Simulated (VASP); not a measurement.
Here is a VASP 6.6.1 calculation.

The input INCAR:

```
SYSTEM = Al2Au
ALGO = Normal
EDIFF = 1E-6
ENCUT = 520
GGA = PS
ISIF = 2
ISMEAR = 1
LASPH = .True.
LCHARG = .False.
LREAL = .False.
LWAVE = .False.
NBANDS = 16
NELM = 60
PREC = Accurate
SIGMA = 0.1
```

The input KPOINTS:

```
k-points
0
Gamma
  5 5 5
  0 0 0
```

File POSCAR:

```
Al2Au
1.0
    0.0000000000      3.0000000000      3.0000000000
    3.0000000000      0.0000000000      3.0000000000
    3.0000000000      3.0000000000      0.0000000000
Al Au
2 1
Direct
    0.2500000000      0.2500000000      0.2500000000
    0.7500000000      0.8100000000      0.7500000000
    0.0000000000      0.0000000000      0.0000000000
```

Potentials or basis: VASP PAW PBE potentials, release 64 (Al, Au).

Launch:

```sh
$ cat potpaw_PBE.64/Al/POTCAR potpaw_PBE.64/Au/POTCAR > POTCAR
$ mpirun -np 1 vasp_std > vasp.out
```

Question: Predict the largest force.

Answer: 1.663 eV/Å.

Question: Estimate the pressure.

Answer: 1.9 GPa.

Forces on the atoms (eV/Å):
```
Al   0.328 -0.029  0.328
Al  -1.130 -0.457 -1.130
Au   0.803  0.486  0.803
```

Caveat: the k points lie up to 0.36 Å⁻¹ apart; the PAW data sets were made with another functional, which shifts forces and pressure a little.
